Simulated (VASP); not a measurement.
A run of VASP 6.6.1:

Contents of INCAR:

```
SYSTEM = Pt
  PREC = Accurate
  ENCUT = 520
  EDIFF = 1E-7
  ISMEAR = -1
  SIGMA = 0.1
  LREAL = .False.
  LASPH = .True.
  NELM = 60
  ALGO = Normal
  ISIF = 2
  LWAVE = .False.
  LCHARG = .False.
  GGA = PE
  NBANDS = 17
```

The input KPOINTS:

```
Automatic mesh
0
Gamma
  15 15 15
  0 0 0
```

File POSCAR:

```
Pt
1.0
    0.0000000000      2.8898829689      2.8898829689
    2.8898829689      0.0000000000      2.8898829689
    2.8898829689      2.8898829689      0.0000000000
Pt
2
Direct
    0.1250000000      0.1250000000      0.1250000000
    0.8750000000      0.8750000000      0.8750000000
```

Potentials or basis: VASP PAW PBE potentials, release 64 (Pt).

The run is started by

```bash
$ cat potpaw_PBE.64/Pt/POTCAR > POTCAR
$ mpirun -np 1 vasp_std > vasp.out
```

Hardware: 1 thread of Intel Xeon 8259CL (shared host).

**Question.** Estimate the wall time of this run.

**Answer.** Run time: 91 s on 1 thread of Intel Xeon 8259CL, on a shared host, peak memory 0.23 GiB. Counts: scf iterations 12, k points 120.
